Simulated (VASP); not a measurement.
Write the native input for VASP 6.6.1 that does the following.

| Item | Value |
| --- | --- |
| Task | single point |
| Functional | PBE |
| Potentials or basis | VASP PAW PBE potentials, release 64 (Ga_d, P) |
| Cutoff | 520 eV |
| k mesh | 9 × 9 × 9 |
| Occupations | gaussian, width 0.02 eV |
| Spin | no spin polarisation |
| Dipole correction | no |
| Further INCAR settings | ALGO = Normal; EDIFF = 1e-07; NBANDS = 26 |

The structure of GaP lies in POSCAR:

```
GaP
1.0
    1.9503597729      1.1260407399      6.2621942595
   -1.9503597729      1.1260407399      6.2621942595
    0.0000000000     -2.2520814797      6.2621942595
Ga P
2 2
Direct
    0.4352769269      0.4352769269      0.4352769269
    0.5647230731      0.5647230731      0.5647230731
    0.0551919341      0.0551919341      0.0551919341
    0.9448080659      0.9448080659      0.9448080659
```

This cell differs from its parent crystal: functional PBE, strained.

These files were run (other wordings do the same):

INCAR

```
PREC = Accurate
ENCUT = 520
EDIFF = 1E-7
ISMEAR = 0
SIGMA = 0.02
LREAL = F
LASPH = T
NELM = 80
ALGO = Normal
ISIF = 2
LWAVE = F
LCHARG = F
GGA = PE
NBANDS = 26
```

KPOINTS

```
Automatic mesh
0
Gamma
  9 9 9
```

Potentials or basis: VASP PAW PBE potentials, release 64 (Ga_d, P).

The run is started by

```sh
$ cat potpaw_PBE.64/Ga_d/POTCAR potpaw_PBE.64/P/POTCAR > POTCAR
$ mpirun -np 1 vasp_std > vasp.out
```

Results of the run:

* Pressure: 2.8 GPa
* Largest force: 1.906 eV/Å
* Band gap on the k mesh: 0.79 eV, indirect (the least direct gap lies 4.4 meV higher)

Caveat: the cell differs from its parent crystal (functional PBE, strained); forces of over 1 eV/Å act on the atoms, so gaps and moduli don't describe the material at rest.

It took 4.1 min on 1 thread of Intel(R) Xeon(R) 6975P-C (Granite Rapids), on a shared host, peak memory 0.42 GiB.
